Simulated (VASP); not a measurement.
Input of a VASP 6.6.1 run:

POSCAR

```
BN
1.0
    1.2836331158      0.7411052853      3.4605816058
   -1.2836331158      0.7411052853      3.4605816058
    0.0000000000     -1.4822115965      3.4605816058
B N
1 1
Direct
    0.9996710000      0.9996710000      0.9996710000
    0.3327620000      0.3327620000      0.3327620000
```

File INCAR.step1:

```
SYSTEM = BN
PREC     = Accurate       ! precision mode
ENCUT    = 520            ! plane-wave cutoff, eV
ISMEAR   = 0              ! smearing method
SIGMA    = 0.01           ! smearing width, eV
LREAL    = .False.        ! projectors in reciprocal space
LASPH    = .True.         ! aspherical terms in the spheres
NELM     = 100            ! most SCF steps
NBANDS   = 11             ! bands
GGA      = PE             ! functional
ALGO     = Normal         ! electronic algorithm
EDIFF    = 1E-4           ! SCF threshold, eV
LWAVE    = .True.         ! write WAVECAR
LCHARG   = .False.        ! write CHGCAR
```

Contents of INCAR.step2:

```
SYSTEM = BN
PREC     = Accurate       ! precision mode
ENCUT    = 520            ! plane-wave cutoff, eV
EDIFF    = 1E-6           ! SCF threshold, eV
ISMEAR   = 0              ! smearing method
SIGMA    = 0.01           ! smearing width, eV
LREAL    = .False.        ! projectors in reciprocal space
LASPH    = .True.         ! aspherical terms in the spheres
NELM     = 100            ! most SCF steps
ALGO     = Normal         ! electronic algorithm
ISIF     = 2              ! what is computed and relaxed
LWAVE    = .False.        ! write WAVECAR
LCHARG   = .False.        ! write CHGCAR
METAGGA  = R2SCAN         ! meta-GGA
LMIXTAU  = .True.       
IVDW     = 13             ! dispersion correction
VDW_S6   = 1.0          
VDW_S8   = 0.6018749    
VDW_A1   = 0.51559235   
VDW_A2   = 5.77342911   
NBANDS   = 11             ! bands
ISTART   = 1
```

The input KPOINTS:

```
Automatic mesh
0
Gamma
  10 10 10
  0 0 0
```

Potentials or basis: VASP PAW PBE potentials, release 64 (B, N).

Launch:

```console
$ cat potpaw_PBE.64/B/POTCAR potpaw_PBE.64/N/POTCAR > POTCAR
$ cp INCAR.step1 INCAR
$ mpirun -np 1 vasp_std > vasp.out
$ cp INCAR.step2 INCAR
$ mpirun -np 1 vasp_std > vasp.out
```

Predict the band gap on the k mesh.

4.70 eV, indirect (least direct gap 5.38 eV).

Predict the largest force.

0.012 eV/Å.

What does it give for the pressure?

-17.3 GPa.

Stress tensor (GPa, compression positive):
```
-25.24   0.00   0.00
  0.00 -25.24   0.00
  0.00   0.00  -1.38
```

Caveat: the PAW data sets were made with another functional, which shifts forces and pressure a little. r2SCAN opens gaps a little over a GGA but as a rule still falls short of measured ones.
